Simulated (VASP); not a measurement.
Here is a VASP 6.6.1 calculation.

INCAR

```
ALGO = Normal
EDIFF = 1E-6
ENCUT = 500
GGA = PE
GGA_COMPAT = False
ISIF = 2
ISMEAR = 0
LASPH = True
LCHARG = True
LELF = True
LREAL = False
LVHAR = True
LWAVE = False
NBANDS = 30
NELM = 120
PREC = Accurate
SIGMA = 0.05
```

Contents of KPOINTS:

```
k-points
0
Gamma
  6 6 6
```

Contents of POSCAR:

```
CsSnBr3
1.0
    5.8965303405      0.0000000000      0.0000000000
    0.0000000000      5.8965303405      0.0000000000
    0.0000000000      0.0000000000      5.8965303405
Cs Sn Br
1 1 3
Direct
    0.0000000000      0.0000000000      0.0000000000
    0.5000000000      0.5000000000      0.5000000000
    0.5000000000      0.0000000000      0.5000000000
    0.5000000000      0.5000000000      0.0000000000
    0.0000000000      0.5000000000      0.5000000000
```

Potentials or basis: VASP PAW PBE potentials, release 64 (Cs_sv, Sn_d, Br).

Run with:

```console
$ cat potpaw_PBE.64/Cs_sv/POTCAR potpaw_PBE.64/Sn_d/POTCAR potpaw_PBE.64/Br/POTCAR > POTCAR
$ mpirun -np 1 vasp_std > vasp.out
```

(1) What does it give for the band gap on the k mesh?

(2) Estimate the pressure.

## Answers

(1) 0.65 eV, direct.

(2) 0.0 GPa.

Caveat: spin-orbit coupling is left out, which moves the levels of the heavy elements.
